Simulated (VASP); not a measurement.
Set up this calculation in VASP 6.6.1, as the native input.

- Task: single point
- Functional: PBE
- Potentials or basis: VASP PAW PBE potentials, release 64 (Ta_pv, Si)
- Cutoff: 520 eV
- k mesh: 9 × 9 × 6
- Occupations: gaussian, width 0.15 eV
- Spin: no spin polarisation
- Dipole correction: no
- Further INCAR settings: ALGO = Fast; EDIFF = 1e-06; NBANDS = 38

The structure of TaSi2 lies in POSCAR:

```
TaSi2
1.0
    4.8051009126      0.0000000000      0.0000000000
   -2.4025504563      4.1613394580      0.0000000000
    0.0000000000      0.0000000000      6.5988658829
Ta Si
3 6
Direct
    0.5000000000      0.0000000000      0.5000000000
    0.5000000000      0.5000000000      0.8333333333
    0.0000000000      0.5000000000      0.1666666667
    0.1709353545      0.3418707090      0.5000000000
    0.8410800075      0.1589199925      0.8333333333
    0.6821600150      0.8410800075      0.1666666667
    0.8410800075      0.6821600150      0.5000000000
    0.1589199925      0.8410800075      0.8333333333
    0.3178399850      0.1589199925      0.1666666667
```

This cell differs from its parent crystal: atom 4 (Si) moved +0.100 Å towards its neighbour atom 1 (Ta) at 2.839 Å.

The input as run:

INCAR

```
  PREC = Accurate
  ENCUT = 520
  EDIFF = 1E-6
  ISMEAR = 0
  SIGMA = 0.15
  LREAL = F
  LASPH = T
  NELM = 80
  ALGO = Fast
  ISIF = 2
  LWAVE = F
  LCHARG = T
  GGA = PE
  LELF = T
  LVHAR = T
  NBANDS = 38
```

KPOINTS

```
Automatic mesh
0
Gamma
  9 9 6
```

Potentials or basis: VASP PAW PBE potentials, release 64 (Ta_pv, Si).

Run with:

```console
$ cat potpaw_PBE.64/Ta_pv/POTCAR potpaw_PBE.64/Si/POTCAR > POTCAR
$ mpirun -np 1 vasp_std > vasp.out
```

It gave:

The pressure is 0.3 GPa. The largest force is 0.758 eV/Å and the band gap on the k mesh is zero (an odd number of electrons rules out a gap without spin polarisation).

Caveat: the cell differs from its parent crystal (atom 4 (Si) moved +0.100 Å towards its neighbour atom 1 (Ta) at 2.839 Å); spin-orbit coupling is left out, which moves the levels of the heavy elements; an odd number of electrons without spin polarisation forces a metal; a magnetic or distorted state may lie lower.

Run time: 19 min on 1 thread of Oxide Virtual Turin-like Processor, with other jobs on the host, peak memory 0.58 GiB.
